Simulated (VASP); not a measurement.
Input of a VASP 6.6.1 run:

INCAR

```
SYSTEM = Ga4CN4
PREC     = Accurate       ! precision mode
ENCUT    = 520            ! plane-wave cutoff, eV
EDIFF    = 1E-7           ! SCF threshold, eV
ISMEAR   = 0              ! smearing method
SIGMA    = 0.05           ! smearing width, eV
LREAL    = .False.        ! projectors in reciprocal space
LASPH    = .True.         ! aspherical terms in the spheres
NELM     = 150            ! most SCF steps
ALGO     = Normal         ! electronic algorithm
ISIF     = 2              ! what is computed and relaxed
LWAVE    = .False.        ! write WAVECAR
LCHARG   = .False.        ! write CHGCAR
ISPIN    = 2              ! spin polarisation
MAGMOM   = 0 0 0 0 0 0 0 0 2 ! initial moments
LORBIT   = 11             ! projections on sites
LDIPOL   = .True.       
IDIPOL   = 3            
DIPOL    = 0.5 0.5 0.326
GGA      = PE             ! functional
NBANDS   = 52             ! bands
KPAR     = 4
```

KPOINTS

```
regular mesh
0
Gamma
  8 5 1
  0 0 0
```

File POSCAR:

```
Ga4CN4
1.0
    3.2186527183      0.0000000000      0.0000000000
    0.0000000000      5.2434880756      0.0000000000
    0.0000000000      0.0000000000     19.1910778357
Ga N C
4 4 1
Direct
    0.0000000000      0.0008659247      0.2084301900
    0.5000000000      0.5008659247      0.2568456576
    0.5000000000      0.9918618151      0.3610150165
    0.0000000000      0.4623164221      0.3897090822
    0.0000000000      0.6241340753      0.2084301900
    0.5000000000      0.1241340753      0.2568456576
    0.5000000000      0.6214454689      0.3602829978
    0.0000000000      0.1155219640      0.4007632037
    0.3333333333      0.4488552974      0.4882881246
```

Potentials or basis: VASP PAW PBE potentials, release 64 (Ga_d, N, C).

Run with:

```bash
$ cat potpaw_PBE.64/Ga_d/POTCAR potpaw_PBE.64/N/POTCAR potpaw_PBE.64/C/POTCAR > POTCAR
$ mpirun -np 4 vasp_std > vasp.out
```

Q: Predict the largest force.

A: 2.464 eV/Å.

Q: What does it give for the net moment?

A: 1.25 μB per cell.

Forces on the atoms (eV/Å):
```
Ga  -0.018 -1.685  1.798
Ga   0.007  1.007 -1.466
Ga  -0.126 -0.397  0.101
Ga  -0.243  1.003  1.384
N    0.006  0.560  0.618
N    0.057  0.262 -0.771
N    0.320  0.193 -1.323
N    0.383 -0.614 -0.379
C   -0.386 -0.330  0.039
```
